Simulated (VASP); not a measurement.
Input of a VASP 6.6.1 run:

File INCAR:

```
ALGO = Normal ; EDIFF = 1E-7
ENCUT = 520 ; GGA = PS
ISIF = 2 ; ISMEAR = -1
LASPH = True ; LCHARG = False
LREAL = False ; LWAVE = False
NBANDS = 11 ; NELM = 60
PREC = Accurate ; SIGMA = 0.05
```

KPOINTS

```
k-points
0
Gamma
  14 14 14
```

Contents of POSCAR:

```
Ba
1.0
   -2.4368756582      2.4368756582      2.4368756582
    2.4368756582     -2.4368756582      2.4368756582
    2.4368756582      2.4368756582     -2.4368756582
Ba
1
Direct
    0.0000000000      0.0000000000      0.0000000000
```

Potentials or basis: VASP PAW PBE potentials, release 64 (Ba_sv).

Command:

```sh
$ cat potpaw_PBE.64/Ba_sv/POTCAR > POTCAR
$ mpirun -np 1 vasp_std > vasp.out
```

Question: Estimate the pressure.

Answer: 0.1 GPa.

Question: Estimate the band gap on the k mesh.

Answer: Zero (band 5 reaches 2.32 eV, above the bottom of band 6 at 1.16 eV).

Caveat: the PAW data sets were made with another functional, which shifts forces and pressure a little; spin-orbit coupling is left out, which moves the levels of the heavy elements.
